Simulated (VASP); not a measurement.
# Zn (Fm-3m) in VASP: further runs

Zn is run at these levels: PBE; tasks: single point.

Everything below comes from runs of VASP 6.6.1. Logs are shortened: lines on timing, memory, paths and dates and some standing lists are left out, and cuts for length are marked.

### Step 1. The cell of the first run

It takes space group Fm-3m (No. 225, cubic). The conventional cell has a = 3.980 Å, b = 3.980 Å, c = 3.980 Å, α = 90.00°, β = 90.00°, γ = 90.00°. Zn (site symmetry m-3m) has 12 Zn at 2.81 Å within 3.7 Å.

This isn't the form of Zn at room conditions, which is hcp.

### Step 2. Single point, PBE

The input, INCAR:

```
ALGO = Normal
EDIFF = 1E-7
ENCUT = 520
GGA = PE
ISIF = 2
ISMEAR = -1
LASPH = True
LCHARG = False
LREAL = False
LWAVE = False
NBANDS = 12
NELM = 100
PREC = Accurate
SIGMA = 0.06122561905347299
```

The input, KPOINTS:

```
k-points
0
Gamma
  48 48 48
```

The input, POSCAR:

```
Zn
1.0
    0.0000000000      1.9898975966      1.9898975966
    1.9898975966      0.0000000000      1.9898975966
    1.9898975966      1.9898975966      0.0000000000
Zn
1
Direct
    0.0000000000      0.0000000000      0.0000000000
```

Potentials or basis: VASP PAW PBE potentials, release 64 (Zn).

The run is started by

```
cat potpaw_PBE.64/Zn/POTCAR > POTCAR
mpirun -np 1 vasp_std > vasp.out
```

OUTCAR:

```text
EDIFF = 1E-7
   ENCUT = 520
   GGA = PE
   ISIF = 2
   ISMEAR = -1
   LASPH = True
   LREAL = False
   NELM = 100
   PREC = Accurate

 ion  position               nearest neighbor table
   1  0.000  0.000  0.000-

  LATTYP: Found a face centered cubic cell.
 ALAT       =     3.9797951932

  Lattice vectors:

 A1 = (   0.0000000000,   1.9898975966,   1.9898975966)
 A2 = (   1.9898975966,   0.0000000000,   1.9898975966)
 A3 = (   1.9898975966,   1.9898975966,   0.0000000000)

Analysis of symmetry for initial positions (statically):
=====================================================================
 Subroutine PRICEL returns:
 Original cell was already a primitive cell.

 Routine SETGRP: Setting up the symmetry group for a
 face centered cubic supercell.

 Subroutine GETGRP returns: Found 48 space group operations
 (whereof 48 operations were pure point group operations)
 out of a pool of 48 trial point group operations.

The static configuration has the point symmetry O_h .

Analysis of symmetry for dynamics (positions and initial velocities):
=====================================================================
 Subroutine PRICEL returns:
 Original cell was already a primitive cell.

 Routine SETGRP: Setting up the symmetry group for a
 face centered cubic supercell.

 Subroutine GETGRP returns: Found 48 space group operations
 (whereof 48 operations were pure point group operations)
 out of a pool of 48 trial point group operations.

The dynamic configuration has the point symmetry O_h .

 Subroutine INISYM returns: Found 48 space group operations
 (whereof 48 operations are pure point group operations),
 and found     1 'primitive' translations

----------------------------------------------------------------------------------------

                                     Primitive cell

  volume of cell :      15.7588

  direct lattice vectors                    reciprocal lattice vectors
     0.000000000  1.989897597  1.989897597    -0.251269211  0.251269211  0.251269211
     1.989897597  0.000000000  1.989897597     0.251269211 -0.251269211  0.251269211
     1.989897597  1.989897597  0.000000000     0.251269211  0.251269211 -0.251269211

  length of vectors
     2.814140169  2.814140169  2.814140169     0.435211041  0.435211041  0.435211041

  position of ions in fractional coordinates (direct lattice)
     0.000000000  0.000000000  0.000000000

  ion indices of the primitive-cell ions
   primitive index   ion index
                 1           1

----------------------------------------------------------------------------------------

 KPOINTS: k-points

Automatic generation of k-mesh.
 Grid dimensions read from file:
 generate k-points for:   48   48   48

 Generating k-lattice:

  Cartesian coordinates                     Fractional coordinates (reciprocal lattice)
    -0.005234775  0.005234775  0.005234775     0.020833333  0.000000000  0.000000000
     0.005234775 -0.005234775  0.005234775     0.000000000  0.020833333  0.000000000
     0.005234775  0.005234775 -0.005234775     0.000000000  0.000000000  0.020833333

  Length of vectors
     0.009066897  0.009066897  0.009066897

  Shift w.r.t. Gamma in fractional coordinates (k-lattice)
     0.000000000  0.000000000  0.000000000

 Subroutine IBZKPT returns following result:
 ===========================================

 Found   2769 irreducible k-points:

 Following reciprocal coordinates:
            Coordinates               Weight
  0.000000  0.000000  0.000000      1.000000
  0.020833  0.000000  0.000000      8.000000
  0.041667  0.000000  0.000000      8.000000
  0.062500  0.000000  0.000000      8.000000
  0.083333  0.000000  0.000000      8.000000
  0.104167  0.000000  0.000000      8.000000
[... 16 lines left out ...]
  0.458333  0.000000  0.000000      8.000000
  0.479167  0.000000  0.000000      8.000000
 [... further k-points ...]
   k-points           NKPTS =   2769   k-points in BZ     NKDIM =   2769   number of bands    NBANDS=     12
   number of dos      NEDOS =    301   number of ions     NIONS =      1
   total plane-waves  NPLWV =  13824
   dimension x,y,z NGX =    24 NGY =   24 NGZ =   24
   dimension x,y,z NGXF=    48 NGYF=   48 NGZF=   48
   ions per type =               1
   NGX,Y,Z   is equivalent  to a cutoff of  14.18, 14.18, 14.18 a.u.
   NGXF,Y,Z  is equivalent  to a cutoff of  28.36, 28.36, 28.36 a.u.
 SYSTEM =  unknown system
   PREC   = accura    normal or accurate (medium, high low for compatibility)
   ISTART =      0    job   : 0-new  1-cont  2-samecut
   ICHARG =      2    charge: 1-file 2-atom 10-const
   ISPIN  =      1    spin polarized calculation?
   LNONCOLLINEAR =      F non collinear calculations
   LSORBIT =      F    spin-orbit coupling
   LASPH  =      T    aspherical Exc in radial PAW
   ENCUT  =  520.0 eV  38.22 Ry    6.18 a.u.   5.23  5.23  5.23*2*pi/ulx,y,z
   NELM   =    100;   NELMIN=  2; NELMDL= -5     # of ELM steps
   EDIFF  = 0.1E-06   stopping-criterion for ELM
   LREAL  =      F    real-space projection
   EDIFFG = 0.1E-05   stopping-criterion for IOM
   NSW    =      0    number of steps for IOM
   IBRION =     -1    ionic relax: 0-MD 1-quasi-New 2-CG
   NFREE  =      0    steps in history (QN), initial steepest desc. (CG)
   ISIF   =      2    stress and relaxation
   ISYM   =      2    0-nonsym 1-usesym 2-fastsym
   POTIM  = 0.5000    time-step for ionic-motion
   TEBEG  =    0.0;   TEEND  =   0.0 temperature during run
   PSTRESS=    0.0 pullay stress
   NELECT =      12.0000    total number of electrons
   NUPDOWN=      -1.0000    fix difference up-down
   EMIN   =  10.00;   EMAX   =-10.00  energy-range for DOS
   EFERMI =   0.00;   METHOD = LEGACY
   ISMEAR =    -1;   SIGMA  =   0.06  broadening in eV -4-tet -1-fermi 0-gaus
   EFERMI_NEDOS =   21; number of points for ismear=-14 and -15
   IALGO  =     38    algorithm
   IMIX   =      4    mixing-type and parameters
     AMIX     =   0.40;   BMIX     =  1.00
     AMIX_MAG =   1.60;   BMIX_MAG =  1.00
  volume/ion in A,a.u.               =      15.76       106.35
  Fermi-wavevector in a.u.,A,eV,Ry     =   1.494954  2.825054 30.407493  2.234888
  Thomas-Fermi vector in A             =   2.607161
   LORBIT       =      0    0 simple, 1 ext, 2 COOP (PROOUT), +10 PAW based schemes
   GGA     = PE    functional components
   LHFCALC =     F    Hartree Fock is set to
   AEXX    =    0.0000 exact exchange contribution
   IVDW    =     0    specifies the selected vdW correction
   LEPSILON=     F    determine dielectric tensor
   LRPA    =     F    only Hartree local field effects (RPA)
 non-spin polarized calculation
  energy-cutoff  :      520.00
  volume of cell :       15.76
 maximum number of plane-waves:       444
 NGX is ok and might be reduce to    24
   NGX = 11   NGY = 11   NGZ = 11

 number of electron      11.9999995 magnetization

 Free energy of the ion-electron system (eV)
  ---------------------------------------------------
  ext. energy  EPLUGINS =         0.00000000
  ---------------------------------------------------
  free energy    TOTEN  =        -1.08312277 eV

  energy without entropy =       -1.07909444  energy(sigma->0) =       -1.08110861

 E-fermi :   2.7920     XC(G=0): -11.3786

 val. band max:        2.7916158088   @ k =  -0.3542   0.3958   0.1458
 cond. band min:       2.7943563078   @ k =  -0.3750   0.2917   0.0625
 fundamental gap:      0.0027404990
 Fermi energy:         2.7920446472

 k-point     1 :       0.0000    0.0000    0.0000
  band No.  band energies     occupation
      1      -7.2367      2.00000
      2      -4.7054      2.00000
      3      -4.7054      2.00000
      4      -4.7054      2.00000
      5      -4.3525      2.00000
      6      -4.3525      2.00000
      7      20.5615      0.00000
      8      20.5615      0.00000
      9      20.5615      0.00000
     10      21.4242      0.00000
     11      23.3937      0.00000
     12      23.3937      0.00000

 k-point     2 :       0.0208    0.0000    0.0000
  band No.  band energies     occupation
      1      -7.2239      2.00000
      2      -4.7064      2.00000
      3      -4.7039      2.00000
      4      -4.7039      2.00000
      5      -4.3530      2.00000
      6      -4.3530      2.00000
      7      20.2731      0.00000
      8      20.5145      0.00000
      9      20.5145      0.00000
     10      21.3154      0.00000
     11      23.4621      0.00000
     12      23.4621      0.00000

 k-point     3 :       0.0417    0.0000    0.0000
  band No.  band energies     occupation
      1      -7.1855      2.00000
      2      -4.7095      2.00000
      3      -4.6997      2.00000
      4      -4.6997      2.00000
      5      -4.3542      2.00000
      6      -4.3542      2.00000
      7      19.5311      0.00000
      8      20.3856      0.00000
      9      20.3857      0.00000
     10      21.2169      0.00000
     11      23.6553      0.00000
     12      23.6553      0.00000
[... 286 lines left out ...]
 k-point    23 :       0.4583    0.0000    0.0000
  band No.  band energies     occupation
      1      -5.3738      2.00000
      2      -4.7058      2.00000
      3      -4.7058      2.00000
      4      -4.0959      2.00000
      5      -4.0959      2.00000
      6      -0.6287      2.00000
      7       2.1859      1.99990
      8      17.6433      0.00000
      9      17.6433      0.00000
     10      20.0182      0.00000
     11      21.4527      0.00000
     12      21.4527      0.00000

 k-point    24 :       0.4792    0.0000    0.0000
  band No.  band energies     occupation
      1      -5.3757      2.00000
      2      -4.7084      2.00000
      3      -4.7084      2.00000
      4      -4.0896      2.00000
      5      -4.0896      2.00000
      6      -0.1597      2.00000
      7       1.6416      2.00000
      8      17.6314      0.00000
      9      17.6314      0.00000
     10      20.0009      0.00000
     11      21.3886      0.00000
     12      21.3887      0.00000

 [... further k-points ...]

------------------------ aborting loop because EDIFF is reached ----------------------------------------

  FORCE on cell =-STRESS in cart. coord.  units (eV):
  Direction    XX          YY          ZZ          XY          YZ          ZX
  --------------------------------------------------------------------------------------
  -------------------------------------------------------------------------------------
  Total       -0.2125444     -0.2125444     -0.2125444      0.0000000     -0.0000000     -0.0000000
  in kB      -21.6091721    -21.6091721    -21.6091721      0.0000000     -0.0000000     -0.0000000
  external PRESSURE =     -21.6091721 kB  Pullay stress =       0.0000000 kB

 VOLUME and BASIS-vectors are now :
 -----------------------------------------------------------------------------
  energy-cutoff  :      520.00
  volume of cell :       15.76
      direct lattice vectors                 reciprocal lattice vectors
     0.000000000  1.989897597  1.989897597    -0.251269211  0.251269211  0.251269211
     1.989897597  0.000000000  1.989897597     0.251269211 -0.251269211  0.251269211
     1.989897597  1.989897597  0.000000000     0.251269211  0.251269211 -0.251269211

 POSITION                                       TOTAL-FORCE (eV/Angst)
 -----------------------------------------------------------------------------------
      0.00000      0.00000      0.00000        -0.000000      0.000000     -0.000000
 -----------------------------------------------------------------------------------
    total drift:                                0.000000      0.000000     -0.000000

  FREE ENERGIE OF THE ION-ELECTRON SYSTEM (eV)
  ---------------------------------------------------
  free  energy   TOTEN  =        -1.0831227700 eV

  energy  without entropy=       -1.0790944438  energy(sigma->0) =       -1.08110861
```

Run time: 3.3 min. Hardware: 1 thread of Intel Xeon Platinum 8488C (Sapphire Rapids), shared host; peak memory 0.59 GiB.

Results:

```yaml
Free_energy: -1.0831 eV
Pressure: -2.2 GPa
Band_gap_on_the_k_mesh: zero (bands 6 and 7 overlap by 3.67 eV)
```

Levels at points of the mesh, in eV from the Fermi level:
| k point | band 4 | band 5 | band 6 | band 7 | band 8 | band 9 |
| --- | --- | --- | --- | --- | --- | --- |
| (0.00, 0.00, 0.00) | -7.50 | -7.14 | -7.14 | 17.77 | 17.77 | 17.77 |
| (0.50, 0.00, 0.00) | -6.88 | -6.88 | -2.71 | -1.41 | 14.84 | 14.84 |
| (0.50, 0.50, 0.00) | -6.81 | -6.81 | -0.87 | 1.62 | 8.27 | 8.27 |

### Step 3. Single point, PBE

This run uses another cell than the first one, of 16.06 Å³/atom.

The input, INCAR:

```
PREC     = Accurate       # precision mode
ENCUT    = 520            # plane-wave cutoff, eV
EDIFF    = 1E-6           # SCF threshold, eV
ISMEAR   = -1             # smearing method
SIGMA    = 0.06122561905347299 # smearing width, eV
LREAL    = False          # projectors in reciprocal space
LASPH    = True           # aspherical terms in the spheres
NELM     = 80             # most SCF steps
ALGO     = Normal         # electronic algorithm
ISIF     = 2              # what is computed and relaxed
LWAVE    = False          # write WAVECAR
LCHARG   = False          # write CHGCAR
GGA      = PE             # functional
NBANDS   = 12             # bands
```

The input, KPOINTS:

```
Automatic mesh
0
Gamma
  48 48 48
```

The input, POSCAR:

```
Zn
1.0
    0.0000000000      2.0025724453      2.0025724453
    2.0025724453      0.0000000000      2.0025724453
    2.0025724453      2.0025724453      0.0000000000
Zn
1
Direct
    0.0000000000      0.0000000000      0.0000000000
```

Potentials or basis: VASP PAW PBE potentials, release 64 (Zn).

The run is started by

```
cat potpaw_PBE.64/Zn/POTCAR > POTCAR
mpirun -np 1 vasp_std > vasp.out
```

Wall time 2.8 min (1 thread of Intel Xeon Platinum 8488C (Sapphire Rapids), shared host); peak memory 0.59 GiB.

The run converged. Its results:

```
Free energy            : -1.0780 eV
Pressure               : -3.1 GPa
Band gap on the k mesh : zero (bands 6 and 7 overlap by 3.69 eV)
```

Levels at points of the mesh, in eV from the Fermi level:
| k point | band 3 | band 4 | band 5 | band 6 | band 7 | band 8 | band 9 | band 10 |
| --- | --- | --- | --- | --- | --- | --- | --- | --- |
| (0.00, 0.00, 0.00) | -7.45 | -7.45 | -7.11 | -7.11 | 17.51 | 17.51 | 17.51 | 18.49 |
| (0.50, 0.00, 0.00) | -7.45 | -6.85 | -6.85 | -2.63 | -1.44 | 14.62 | 14.62 | 17.08 |
| (0.50, 0.50, 0.00) | -6.87 | -6.79 | -6.79 | -0.82 | 1.55 | 8.18 | 8.18 | 11.75 |

Caveat: the cell stands under tension.
